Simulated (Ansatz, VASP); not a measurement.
# SrVO3: VASP beside Ansatz

Contents of INCAR:

```
ALGO = Normal
EDIFF = 1E-6
ENCUT = 520
GGA = PE
ISIF = 2
ISMEAR = 0
LASPH = T
LCHARG = T
LELF = T
LREAL = F
LVHAR = T
LWAVE = F
NBANDS = 28
NELM = 100
PREC = Accurate
SIGMA = 0.05
```

File KPOINTS:

```
k-points
0
Gamma
  8 8 8
```

Contents of POSCAR:

```
SrVO3
1.0
    3.9086134875      0.0000000000      0.0000000000
    0.0000000000      3.9086134875      0.0000000000
    0.0000000000      0.0000000000      3.9086134875
Sr V O
1 1 3
Direct
    0.5000000000      0.5000000000      0.5000000000
    0.0000000000      0.0000000000      0.0000000000
    0.5000000000      0.0000000000      0.0000000000
    0.0000000000      0.5000000000      0.0000000000
    0.0000000000      0.0000000000      0.5000000000
```

Input for Ansatz:

```yaml
crystal:
  lattice:
    - [3.9086134875, 0.0, 0.0]
    - [0.0, 3.9086134875, 0.0]
    - [0.0, 0.0, 3.9086134875]
  atoms:
    - { symbol: Sr, position: [0.5, 0.5, 0.5] }
    - { symbol: V, position: [0.0, 0.0, 0.0] }
    - { symbol: O, position: [0.5, 0.0, 0.0] }
    - { symbol: O, position: [0.0, 0.5, 0.0] }
    - { symbol: O, position: [0.0, 0.0, 0.5] }
basis:
  ecutwfc: 420
  ecutrho_ratio: 4
kpoints:
  mp_grid: { grid: [8, 8, 8] }
hamiltonian:
  xc: pbe
scf:
  occupations: { method: gaussian, width: 0.05 }
output:
  forces: true
  stress: true
  eigenvalues: true
```

Alike in both runs: task single point; functional PBE; k mesh 8 × 8 × 8; occupations gaussian, width 0.05 eV; no spin polarisation.

```csv
,VASP,Ansatz
version,VASP 6.6.1,Ansatz 0.2.0
potentials or method,"VASP PAW PBE potentials, release 64 (Sr_sv, V_sv, O), cutoff 520 eV","scalar-relativistic, plane waves, PAW"
valence electrons in the cell,41,41
```

|  | VASP | Ansatz | Ansatz less VASP |
| --- | --- | --- | --- |
| gap on the k mesh at the Fermi level (eV) | none | none | - |
| pressure (GPa) | -5.8 | -6.5 | -0.74 |

A gap of «none» marks a metal or a gap that the smearing closes.
